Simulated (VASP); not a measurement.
AlN, 2 atoms in the cell. It takes space group R-3m (No. 166, trigonal). Conventional cell: a = 2.755 Å, b = 2.755 Å, c = 7.058 Å, α = 90.00°, β = 90.00°, γ = 120.00°. Al (site symmetry -3m) has 6 N at 1.98 Å within 2.6 Å. N (site symmetry -3m) has 6 Al at 1.98 Å within 2.6 Å.  This cell differs from its parent crystal: equal xy, yz and zx shear strains of +3 %.

- Program: VASP 6.6.1
- Task: single point
- Functional: LDA
- Potentials or basis: VASP PAW LDA potentials, release 64 (Al, N)
- Cutoff: 520 eV
- k mesh: 10 × 10 × 10
- Occupations: fermi-dirac, width 0.02 eV
- Spin: no spin polarisation
- Dipole correction: no
- Further INCAR settings: ALGO = Normal; EDIFF = 1e-06; NBANDS = 11

Potentials or basis: VASP PAW LDA potentials, release 64 (Al, N).

Command:

```console
$ cat potpaw_LDA.64/Al/POTCAR potpaw_LDA.64/N/POTCAR > POTCAR
$ mpirun -np 1 vasp_std > vasp.out
```

Hardware: 1 thread of Intel Xeon 8259CL (shared host).

Q: How long does it take, and how much memory?

A: Wall time 30 s on 1 thread of Intel Xeon 8259CL (shared host), peak memory 0.11 GiB. Counts: scf iterations 11, k points 116.
